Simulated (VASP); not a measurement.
Wanted: the native input for a VASP 6.6.1 run.

```yaml
Task: relaxation of cell and atoms
Functional: r2SCAN
Potentials_or_basis: VASP PAW PBE potentials, release 64 (Sn_d, O)
Cutoff: 600 eV
k_mesh: 6 × 6 × 10
Occupations: gaussian, width 0.02 eV
Spin: no spin polarisation
Target_pressure: 40 GPa
Dipole_correction: no
Further_INCAR_settings: ALGO = Normal; EDIFF = 1e-07; IBRION = 2; EDIFFG = -0.008; NSW = 70; ISIF = 3
```

The system is SnO2.

```xyz
6
Lattice="4.5115 0.0000 0.0000 0.0000 4.5116 0.0000 0.0000 0.0000 3.0850" Properties=species:S:1:pos:R:3 pbc="T T T"
Sn    2.2557    2.2558    1.5425
Sn    0.0000    0.0000    0.0000
O     1.3759    1.3762    0.0000
O     3.6316    0.8796    1.5425
O     0.8798    3.6320    1.5425
O     3.1356    3.1354    0.0000
```

One way to write it, as run:

POSCAR

```
SnO2
1.0
    4.5114534524      0.0000000000      0.0000000000
    0.0000000000      4.5116118550      0.0000000000
    0.0000000000      0.0000000000      3.0849802035
Sn O
2 4
Direct
    0.5000000000      0.5000000000      0.5000000000
    0.0000000000      0.0000000000      0.0000000000
    0.3049794867      0.3050331021      0.0000000000
    0.8049794867      0.1949668979      0.5000000000
    0.1950205133      0.8050331021      0.5000000000
    0.6950205133      0.6949668979      0.0000000000
```

INCAR.step1

```
PREC     = Accurate       # precision mode
ENCUT    = 600            # plane-wave cutoff, eV
ISMEAR   = 0              # smearing method
SIGMA    = 0.02           # smearing width, eV
LREAL    = False          # projectors in reciprocal space
LASPH    = True           # aspherical terms in the spheres
NELM     = 80             # most SCF steps
GGA      = PE             # functional
ALGO     = Normal         # electronic algorithm
EDIFF    = 1E-4           # SCF threshold, eV
LWAVE    = True           # write WAVECAR
LCHARG   = False          # write CHGCAR
KPAR     = 4
```

INCAR.step2

```
PREC     = Accurate       # precision mode
ENCUT    = 600            # plane-wave cutoff, eV
EDIFF    = 1E-7           # SCF threshold, eV
ISMEAR   = 0              # smearing method
SIGMA    = 0.02           # smearing width, eV
LREAL    = False          # projectors in reciprocal space
LASPH    = True           # aspherical terms in the spheres
NELM     = 80             # most SCF steps
ALGO     = Normal         # electronic algorithm
ISIF     = 3              # what is computed and relaxed
LWAVE    = False          # write WAVECAR
LCHARG   = False          # write CHGCAR
METAGGA  = R2SCAN         # meta-GGA
LMIXTAU  = True         
IBRION   = 2              # ionic algorithm
NSW      = 70             # ionic steps
EDIFFG   = -0.008         # ionic threshold
PSTRESS  = 400.0        
ISTART   = 1            
KPAR     = 4
```

KPOINTS

```
regular mesh
0
Gamma
  6 6 10
```

Potentials or basis: VASP PAW PBE potentials, release 64 (Sn_d, O).

The run is started by

```sh
$ cat potpaw_PBE.64/Sn_d/POTCAR potpaw_PBE.64/O/POTCAR > POTCAR
$ cp INCAR.step1 INCAR
$ mpirun -np 4 vasp_std > vasp.out
$ cp INCAR.step2 INCAR
$ mpirun -np 4 vasp_std > vasp.out
```

It gave:

| Property | Result |
| --- | --- |
| Relaxed volume | 10.56 Å³/atom |
| Relaxed cell | a = 4.506 Å, b = 4.506 Å, c = 3.121 Å, α = 90.00°, β = 90.00°, γ = 90.00° |
| Space group after relaxing (to 0.1 Å) | P4_2/mnm (No. 136) |
| Energy change on relaxing (the run minimises the enthalpy) | -26.5 meV/atom |
| Ionic steps | 8 |
| Pressure after relaxing | 39.9 GPa |
| Largest force after relaxing | 0.005 eV/Å |
| Band gap on the k mesh | 3.46 eV |

Caveat: the cell is relaxed towards a set pressure, so the run minimises the enthalpy, not the energy; the PAW data sets were made with another functional, which shifts forces and pressure a little; spin-orbit coupling is left out, which moves the levels of the heavy elements.

It took 30 min on 4 MPI ranks on Oxide Virtual Turin-like Processor, with other jobs on the host, peak memory 0.3 GiB a rank.
